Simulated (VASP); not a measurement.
Ru5N: single point with PBE

System: Ru5N, a slab with vacuum.

```
Ru N
1.0
     2.71980    0.00000    0.00000
    -1.35990    2.35541    0.00000
     0.00000    0.00000   24.03599
Ru N
5 1
Cartesian
  1.3599 0.7851 4.0000
  0.0000 1.5703 6.1483
  1.3599 0.7851 8.2974
  0.0000 1.5703 10.4612
  1.3599 0.7851 12.5360
  0.6799 1.9628 13.8466
```

```yaml
Program: VASP 6.6.1
Task: single point
Functional: PBE
Potentials_or_basis: VASP PAW PBE potentials, release 64 (Ru_pv, N)
Cutoff: 520 eV
k_mesh: 12 × 12 × 1
Occupations: gaussian, width 0.1 eV
Spin: no spin polarisation
```

```json
{
  "Largest force": "2.187 eV/Å",
  "Band gap on the k mesh": "zero (an odd number of electrons rules out a gap without spin polarisation)"
}
```

Forces in eV/Å, atoms in the order of the input:
```
Ru   0.005  0.003  0.722
Ru  -0.005 -0.003 -0.495
Ru  -0.027 -0.015 -0.298
Ru  -0.444 -0.256 -1.959
Ru   0.817  0.472  1.973
N   -0.347 -0.200  0.056
```

Levels at points of the mesh, in eV from the Fermi level:
| k point | band 35 | band 36 | band 37 | band 38 | band 39 | band 40 |
| --- | --- | --- | --- | --- | --- | --- |
| (0.00, 0.00, 0.00) | -1.90 | -1.64 | -0.95 | -0.88 | -0.79 | -0.21 |
| (0.50, 0.00, 0.00) | 0.38 | 0.58 | 1.13 | 1.20 | 1.38 | 1.55 |
| (0.00, 0.50, 0.00) | 0.26 | 0.38 | 0.60 | 1.30 | 1.35 | 1.39 |

Wall time 6.2 min on 1 thread of Intel(R) Xeon(R) 6975P-C (Granite Rapids), on a shared host, peak memory 0.39 GiB.
